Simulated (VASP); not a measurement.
## Ni: density of states with PBEsol+U

The system is Ni.

```
Ni
1.0
    -1.38372    1.38372    1.38372
     1.38372   -1.38372    1.38372
     1.38372    1.38372   -1.38372
Ni
1
Direct
  0.00000 0.00000 0.00000
```

```yaml
Program: VASP 6.6.1
Task: density of states
Functional: PBEsol
Potentials_or_basis: VASP PAW PBE potentials, release 64 (Ni)
Cutoff: 520 eV
k_mesh: 13 × 13 × 13
Occupations: fermi-dirac, width 0.05 eV
Spin: collinear spin, ferromagnetic start
Starting_moments: "[1.0] μB"
Hubbard_terms: Ni d U = 4.0 eV
Dipole_correction: no
k_mesh_for_the_DOS: 20 × 20 × 20
Occupations_for_the_DOS: tetrahedron
Further_INCAR_settings: ALGO = Normal; EDIFF = 1e-07
```

- Net moment: 0.65 μB per cell
- Site moments: Ni +0.65 μB
- Valence electrons inside the program's atomic spheres: Ni 9.46

Levels at points of the mesh, in eV from the Fermi level:
Spin up:
| k point | band 3 | band 4 | band 5 | band 6 | band 7 | band 8 |
| --- | --- | --- | --- | --- | --- | --- |
| (0.00, 0.00, 0.00) | -3.18 | -3.18 | -1.56 | -1.56 | 27.30 | 27.30 |
| (0.50, 0.00, 0.00) | -1.67 | -1.41 | -0.80 | 0.81 | 6.62 | 19.92 |
| (0.50, 0.50, 0.50) | -1.03 | -1.03 | -1.03 | 10.51 | 10.51 | 10.51 |
Spin down:
```tsv
k point	band 2	band 3	band 4	band 5	band 6	band 7	band 8	band 9
(0.00, 0.00, 0.00)	-1.45	-1.45	-1.45	-0.98	-0.98	27.14	27.14	27.14
(0.50, 0.00, 0.00)	-2.50	-0.81	-0.69	0.74	1.06	7.38	19.80	21.10
(0.50, 0.50, 0.50)	-4.63	0.82	0.82	0.82	10.53	10.53	10.53	15.20
```

Eigenvalues of the final occupation matrices:
```csv
site,spin,trace,eigenvalues
site 1 d,1,4.63,0.92 0.92 0.92 0.93 0.93
site 1 d,2,3.92,0.70 0.70 0.70 0.91 0.91
```

Wall time 120 s on 1 thread of Intel Xeon 8259CL, on a shared host, peak memory 0.19 GiB.

Caveat: the U is typed as a test and isn't derived for this compound. The state reached can hang on the start; a lower one may exist.
